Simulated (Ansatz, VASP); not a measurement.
# Bi3Br4: VASP beside Ansatz

```
Bi Br
1.0
     6.86502    0.00000    0.00000
    -3.43251    5.94528    0.00000
     0.00000    0.00000    6.81484
Bi Br
3 4
Direct
  0.00000 0.50000 0.00000
  0.50000 0.00000 0.00000
  0.50000 0.50000 0.00000
  0.00000 0.00000 0.26033
  0.00000 0.00000 0.73967
  0.33333 0.66667 0.50000
  0.66667 0.33333 0.50000
```

Change from the starting cell: species swapped into the Zr4Al3 type (P6/mmm, No. 191).

Alike in both runs: task single point; functional PBE; k mesh 3 × 3 × 4; occupations gaussian, width 0.1 eV; no spin polarisation.

|  | VASP | Ansatz |
| --- | --- | --- |
| version | VASP 6.6.1 | Ansatz 0.2.0 |
| potentials or method | VASP PAW PBE potentials, release 64 (Bi_d, Br), cutoff 520 eV | scalar-relativistic, plane waves, PAW |
| valence electrons in the cell | 73 | 73 |

|  | VASP | Ansatz | Ansatz less VASP |
| --- | --- | --- | --- |
| gap on the k mesh at the Fermi level (eV) | none | none | - |
| pressure (GPa) | -5.0 | -5.0 | +0.03 |
| traceless stress, the component that is largest in VASP (GPa) | -2.89 | -2.89 | -0.001 |
| rms of the force components (eV/Å) | 0.081 | 0.081 | -0.0005 |

Atom by atom the forces differ by 0.000 eV/Å (rms over components). A gap of «none» marks a metal or a gap that the smearing closes.

Neither program's run includes spin-orbit coupling.
